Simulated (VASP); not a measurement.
# HPt3 in VASP: further runs

Runs on HPt3. Level: PBE. Tasks: single point.

Program: VASP 6.6.1. These are calculated values, not measurements. Logs are shortened: lines on timing, memory, paths and dates and some standing lists are left out, and cuts for length are marked.

## 1. The cell of the first run

The cell holds a slab with vacuum, 4 atoms: a = 2.807 Å, b = 2.807 Å, c = 19.351 Å, α = 90.00°, β = 90.00°, γ = 90.00°.

## 2. Single point, PBE

INCAR reads:

```
  PREC = Accurate
  ENCUT = 520
  EDIFF = 1E-6
  ISMEAR = 0
  SIGMA = 0.1
  LREAL = False
  LASPH = True
  NELM = 80
  ALGO = Normal
  ISIF = 2
  LWAVE = False
  LCHARG = True
  LDIPOL = True
  IDIPOL = 3
  DIPOL = 0.5 0.5 0.351
  GGA = PE
  LELF = True
  LVHAR = True
  LVACPOTAV = True
  NBANDS = 24
```

KPOINTS reads:

```
Automatic mesh
0
Gamma
  9 9 1
```

POSCAR reads:

```
HPt3
1.0
    2.8071640668      0.0000000000      0.0000000000
    0.0000000000      2.8071640668      0.0000000000
    0.0000000000      0.0000000000     19.3513900635
Pt H
3 1
Direct
    0.5000000000      0.5000000000      0.2067034971
    0.0000000000      0.0000000000      0.3062505493
    0.5000000000      0.5000000000      0.4057274458
    0.5000000000      0.5000000000      0.4865068997
```

Potentials or basis: VASP PAW PBE potentials, release 64 (Pt, H).

Command:

```bash
cat potpaw_PBE.64/Pt/POTCAR potpaw_PBE.64/H/POTCAR > POTCAR
mpirun -np 1 vasp_std > vasp.out
```

OUTCAR:

```text
PREC = Accurate
   ENCUT = 520
   EDIFF = 1E-6
   ISMEAR = 0
   LREAL = False
   LASPH = True
   NELM = 80
   ISIF = 2
   GGA = PE

 ion  position               nearest neighbor table
   1  0.500  0.500  0.207-   2 2.77   2 2.77   2 2.77   2 2.77
   2  0.000  0.000  0.306-   3 2.77   3 2.77   3 2.77   3 2.77   1 2.77   1 2.77   1 2.77   1 2.77

   3  0.500  0.500  0.406-   4 1.56   2 2.77   2 2.77   2 2.77   2 2.77
   4  0.500  0.500  0.487-   3 1.56

  LATTYP: Found a simple tetragonal cell.
 ALAT       =     2.8071640668
 C/A-ratio  =     6.8935728739

  Lattice vectors:

 A1 = (   2.8071640668,   0.0000000000,   0.0000000000)
 A2 = (   0.0000000000,   2.8071640668,   0.0000000000)
 A3 = (   0.0000000000,   0.0000000000,  19.3513900635)

Analysis of symmetry for initial positions (statically):
=====================================================================
 Subroutine PRICEL returns:
 Original cell was already a primitive cell.

 Routine SETGRP: Setting up the symmetry group for a
 simple tetragonal supercell.

 Subroutine GETGRP returns: Found  8 space group operations
 (whereof  8 operations were pure point group operations)
 out of a pool of 16 trial point group operations.

The static configuration has the point symmetry C_4v.

Analysis of symmetry for dynamics (positions and initial velocities):
=====================================================================
 Subroutine PRICEL returns:
 Original cell was already a primitive cell.

 Routine SETGRP: Setting up the symmetry group for a
 simple tetragonal supercell.

 Subroutine GETGRP returns: Found  8 space group operations
 (whereof  8 operations were pure point group operations)
 out of a pool of 16 trial point group operations.

The dynamic configuration has the point symmetry C_4v.

 Subroutine INISYM returns: Found  8 space group operations
 (whereof  8 operations are pure point group operations),
 and found     1 'primitive' translations

----------------------------------------------------------------------------------------

                                     Primitive cell

  volume of cell :     152.4922

  direct lattice vectors                    reciprocal lattice vectors
     2.807164067  0.000000000  0.000000000     0.356231405  0.000000000  0.000000000
     0.000000000  2.807164067  0.000000000     0.000000000  0.356231405  0.000000000
     0.000000000  0.000000000 19.351390063     0.000000000  0.000000000  0.051675874

  length of vectors
     2.807164067  2.807164067 19.351390063     0.356231405  0.356231405  0.051675874

  position of ions in fractional coordinates (direct lattice)
     0.500000000  0.500000000  0.206703497
     0.000000000  0.000000000  0.306250549
     0.500000000  0.500000000  0.405727446
     0.500000000  0.500000000  0.486506900

  ion indices of the primitive-cell ions
   primitive index   ion index
                 1           1
                 2           2
                 3           3
                 4           4

----------------------------------------------------------------------------------------

 KPOINTS: Automatic mesh

Automatic generation of k-mesh.
 Grid dimensions read from file:
 generate k-points for:    9    9    1

 Generating k-lattice:

  Cartesian coordinates                     Fractional coordinates (reciprocal lattice)
     0.039581267  0.000000000  0.000000000     0.111111111  0.000000000  0.000000000
     0.000000000  0.039581267  0.000000000     0.000000000  0.111111111  0.000000000
     0.000000000  0.000000000  0.051675874     0.000000000  0.000000000  1.000000000

  Length of vectors
     0.039581267  0.039581267  0.051675874

  Shift w.r.t. Gamma in fractional coordinates (k-lattice)
     0.000000000  0.000000000  0.000000000

 Subroutine IBZKPT returns following result:
 ===========================================

 Found     15 irreducible k-points:

 Following reciprocal coordinates:
            Coordinates               Weight
  0.000000  0.000000  0.000000      1.000000
  0.111111  0.000000  0.000000      4.000000
  0.222222  0.000000  0.000000      4.000000
  0.333333  0.000000  0.000000      4.000000
  0.444444  0.000000  0.000000      4.000000
  0.111111  0.111111  0.000000      4.000000
  0.222222  0.111111  0.000000      8.000000
  0.333333  0.111111  0.000000      8.000000
  0.444444  0.111111  0.000000      8.000000
  0.222222  0.222222  0.000000      4.000000
  0.333333  0.222222  0.000000      8.000000
  0.444444  0.222222  0.000000      8.000000
  0.333333  0.333333  0.000000      4.000000
  0.444444  0.333333  0.000000      8.000000
  0.444444  0.444444  0.000000      4.000000
   k-points           NKPTS =     15   k-points in BZ     NKDIM =     15   number of bands    NBANDS=     24
   number of dos      NEDOS =    301   number of ions     NIONS =      4
   total plane-waves  NPLWV =  82944
   dimension x,y,z NGX =    24 NGY =   24 NGZ =  144
   dimension x,y,z NGXF=    48 NGYF=   48 NGZF=  288
   ions per type =               3   1
   NGX,Y,Z   is equivalent  to a cutoff of  14.21, 14.21, 12.37 a.u.
   NGXF,Y,Z  is equivalent  to a cutoff of  28.43, 28.43, 24.74 a.u.
 SYSTEM =  unknown system
   PREC   = accura    normal or accurate (medium, high low for compatibility)
   ISTART =      0    job   : 0-new  1-cont  2-samecut
   ICHARG =      2    charge: 1-file 2-atom 10-const
   ISPIN  =      1    spin polarized calculation?
   LNONCOLLINEAR =      F non collinear calculations
   LSORBIT =      F    spin-orbit coupling
   LASPH  =      T    aspherical Exc in radial PAW
   ENCUT  =  520.0 eV  38.22 Ry    6.18 a.u.   5.22  5.22 35.98*2*pi/ulx,y,z
   NELM   =     80;   NELMIN=  2; NELMDL= -5     # of ELM steps
   EDIFF  = 0.1E-05   stopping-criterion for ELM
   LREAL  =      F    real-space projection
   EDIFFG = 0.1E-04   stopping-criterion for IOM
   NSW    =      0    number of steps for IOM
   IBRION =     -1    ionic relax: 0-MD 1-quasi-New 2-CG
   NFREE  =      0    steps in history (QN), initial steepest desc. (CG)
   ISIF   =      2    stress and relaxation
   ISYM   =      2    0-nonsym 1-usesym 2-fastsym
   POTIM  = 0.5000    time-step for ionic-motion
   TEBEG  =    0.0;   TEEND  =   0.0 temperature during run
   PSTRESS=    0.0 pullay stress
   NELECT =      31.0000    total number of electrons
   NUPDOWN=      -1.0000    fix difference up-down
   EMIN   =  10.00;   EMAX   =-10.00  energy-range for DOS
   EFERMI =   0.00;   METHOD = LEGACY
   ISMEAR =     0;   SIGMA  =   0.10  broadening in eV -4-tet -1-fermi 0-gaus
   EFERMI_NEDOS =   21; number of points for ismear=-14 and -15
   IALGO  =     38    algorithm
   IMIX   =      4    mixing-type and parameters
     AMIX     =   0.40;   BMIX     =  1.00
     AMIX_MAG =   1.60;   BMIX_MAG =  1.00
  volume/ion in A,a.u.               =      38.12       257.27
  Fermi-wavevector in a.u.,A,eV,Ry     =   0.962601  1.819051 12.607158  0.926600
  Thomas-Fermi vector in A             =   2.092074
   LORBIT       =      0    0 simple, 1 ext, 2 COOP (PROOUT), +10 PAW based schemes
   GGA     = PE    functional components
   LHFCALC =     F    Hartree Fock is set to
   AEXX    =    0.0000 exact exchange contribution
   IVDW    =     0    specifies the selected vdW correction
   LEPSILON=     F    determine dielectric tensor
   LRPA    =     F    only Hartree local field effects (RPA)
 non-spin polarized calculation
 Gauss-broadening in eV      SIGMA  =   0.10
  energy-cutoff  :      520.00
  volume of cell :      152.49
 maximum number of plane-waves:      4159
 NGX is ok and might be reduce to    24
   NGX = 11   NGY = 11   NGZ = 71

 dipolmoment           0.000000      0.000000      0.003564 electrons x Angstroem

 number of electron      30.9999999 magnetization

 dipolmoment           0.000000      0.000000     -0.018049 electrons x Angstroem

 Free energy of the ion-electron system (eV)
  ---------------------------------------------------
  ext. energy  EPLUGINS =         0.00000000
  ---------------------------------------------------
  free energy    TOTEN  =       -20.27892684 eV

  energy without entropy =      -20.24839615  energy(sigma->0) =      -20.26366150

 E-fermi :  -0.4456     XC(G=0):  -5.2325

 val. band max:       -0.4492367908   @ k =   0.3333   0.3333   0.0000
 cond. band min:      -0.4394490013   @ k =   0.1111   0.1111   0.0000
 fundamental gap:      0.0097877895
 Fermi energy:        -0.4455959298

 k-point     1 :       0.0000    0.0000    0.0000
  band No.  band energies     occupation
      1      -9.4842      2.00000
      2      -6.9744      2.00000
      3      -6.7938      2.00000
      4      -6.3768      2.00000
      5      -5.7455      2.00000
      6      -5.1040      2.00000
[... 16 lines left out ...]
     23       7.4738      0.00000
     24       8.3698      0.00000

 k-point     2 :       0.1111    0.0000    0.0000
  band No.  band energies     occupation
      1      -9.1984      2.00000
      2      -6.7843      2.00000
      3      -6.5898      2.00000
      4      -6.1977      2.00000
      5      -5.6174      2.00000
      6      -4.9712      2.00000
[... 16 lines left out ...]
     23       7.7562      0.00000
     24       8.5039      0.00000

 k-point     3 :       0.2222    0.0000    0.0000
  band No.  band energies     occupation
      1      -8.4493      2.00000
      2      -6.5753      2.00000
      3      -6.2019      2.00000
      4      -5.8601      2.00000
      5      -5.0547      2.00000
      6      -4.3147      2.00000
[... 16 lines left out ...]
     23       7.6053      0.00000
     24       8.5344      0.00000
[... 271 lines left out ...]
 k-point    14 :       0.4444    0.3333    0.0000
  band No.  band energies     occupation
      1      -6.6558      2.00000
      2      -6.0456      2.00000
      3      -5.9731      2.00000
      4      -5.7930      2.00000
      5      -4.6623      2.00000
      6      -4.5087      2.00000
[... 16 lines left out ...]
     23       9.6253      0.00000
     24      10.1364      0.00000

 k-point    15 :       0.4444    0.4444    0.0000
  band No.  band energies     occupation
      1      -6.9041      2.00000
      2      -6.1698      2.00000
      3      -6.1047      2.00000
      4      -6.1032      2.00000
      5      -5.0511      2.00000
      6      -4.4657      2.00000
[... 16 lines left out ...]
     23       8.9655      0.00000
     24       9.6482      0.00000

------------------------ aborting loop because EDIFF is reached ----------------------------------------

  FORCE on cell =-STRESS in cart. coord.  units (eV):
  Direction    XX          YY          ZZ          XY          YZ          ZX
  --------------------------------------------------------------------------------------
  -------------------------------------------------------------------------------------
  Total       -2.7035510     -2.7035510      1.5452509      0.0000000      0.0000000      0.0000000
  in kB      -28.4051697    -28.4051697     16.2353560      0.0000000      0.0000000      0.0000000
  external PRESSURE =     -13.5249945 kB  Pullay stress =       0.0000000 kB

 VOLUME and BASIS-vectors are now :
 -----------------------------------------------------------------------------
  energy-cutoff  :      520.00
  volume of cell :      152.49
      direct lattice vectors                 reciprocal lattice vectors
     2.807164067  0.000000000  0.000000000     0.356231405  0.000000000  0.000000000
     0.000000000  2.807164067  0.000000000     0.000000000  0.356231405  0.000000000
     0.000000000  0.000000000 19.351390063     0.000000000  0.000000000  0.051675874

 POSITION                                       TOTAL-FORCE (eV/Angst)
 -----------------------------------------------------------------------------------
      1.40358      1.40358      4.00000        -0.000000      0.000000     -0.092496
      0.00000      0.00000      5.92637         0.000000      0.000000     -0.598050
      1.40358      1.40358      7.85139         0.000000     -0.000000      0.632949
      1.40358      1.40358      9.41458         0.000000      0.000000      0.057597
 -----------------------------------------------------------------------------------
    total drift:                                0.000000      0.000000      0.000148

  FREE ENERGIE OF THE ION-ELECTRON SYSTEM (eV)
  ---------------------------------------------------
  free  energy   TOTEN  =       -20.2789268438 eV

  energy  without entropy=      -20.2483961513  energy(sigma->0) =      -20.26366150

 vacuum level on the upper side and lower side of the slab         4.817         5.230
```

Run time: 2.1 min. Hardware: 1 thread of Intel Xeon 8259CL, shared host; peak memory 0.29 GiB.

What came out:

* Free energy: -20.2789 eV
* Largest force: 0.633 eV/Å
* Band gap on the k mesh: zero (an odd number of electrons rules out a gap without spin polarisation)

Forces on the atoms (eV/Å):
```
Pt   0.000  0.000 -0.092
Pt   0.000  0.000 -0.598
Pt   0.000  0.000  0.633
H    0.000  0.000  0.058
```

Levels at points of the mesh, in eV from the Fermi level:
| k point | band 13 | band 14 | band 15 | band 16 | band 17 | band 18 | band 19 | band 20 |
| --- | --- | --- | --- | --- | --- | --- | --- | --- |
| (0.00, 0.00, 0.00) | -1.35 | -1.21 | -0.46 | 0.04 | 0.04 | 0.07 | 1.40 | 4.75 |

Caveat: spin-orbit coupling is left out, which moves the levels of the heavy elements.

## 3. Single point, PBE

INCAR reads:

```
SYSTEM = HPt3
PREC     = Accurate       ! precision mode
ENCUT    = 520            ! plane-wave cutoff, eV
EDIFF    = 1E-6           ! SCF threshold, eV
ISMEAR   = 0              ! smearing method
SIGMA    = 0.1            ! smearing width, eV
LREAL    = .False.        ! projectors in reciprocal space
LASPH    = .True.         ! aspherical terms in the spheres
NELM     = 100            ! most SCF steps
ALGO     = Normal         ! electronic algorithm
ISIF     = 2              ! what is computed and relaxed
LWAVE    = .False.        ! write WAVECAR
LCHARG   = .False.        ! write CHGCAR
LDIPOL   = .True.       
IDIPOL   = 3            
DIPOL    = 0.5 0.5 0.339
GGA      = PE             ! functional
NBANDS   = 24             ! bands
```

KPOINTS reads:

```
regular mesh
0
Gamma
  9 9 1
  0 0 0
```

Edit POSCAR of step 2 so:

```diff
@@ -11,2 +11,2 @@
     0.5000000000      0.5000000000      0.4057274458
-    0.5000000000      0.5000000000      0.4865068997
+    1.0000000000      1.0000000000      0.4359033970
```

Potentials or basis: VASP PAW PBE potentials, release 64 (Pt, H).

Command:

```bash
cat potpaw_PBE.64/Pt/POTCAR potpaw_PBE.64/H/POTCAR > POTCAR
mpirun -np 1 vasp_std > vasp.out
```

Wall time 2.7 min (1 thread of Intel Xeon 8259CL, shared host); peak memory 0.29 GiB.

The run converged. Its results:

| Quantity | Value |
| --- | --- |
| Free energy | -20.0969 eV |
| Largest force | 0.932 eV/Å |
| Band gap on the k mesh | zero (an odd number of electrons rules out a gap without spin polarisation) |

Forces on the atoms (eV/Å):
```
Pt   0.000  0.000 -0.070
Pt   0.000  0.000 -0.863
Pt   0.000  0.000  0.932
H    0.000  0.000  0.001
```

Levels at points of the mesh, in eV from the Fermi level:
```
           k point  band 13  band 14  band 15  band 16  band 17  band 18  band 19  band 20
(0.00, 0.00, 0.00)    -1.48    -1.39    -0.71     0.03     0.05     0.05     1.55     5.05
```

Caveat: spin-orbit coupling is left out, which moves the levels of the heavy elements.
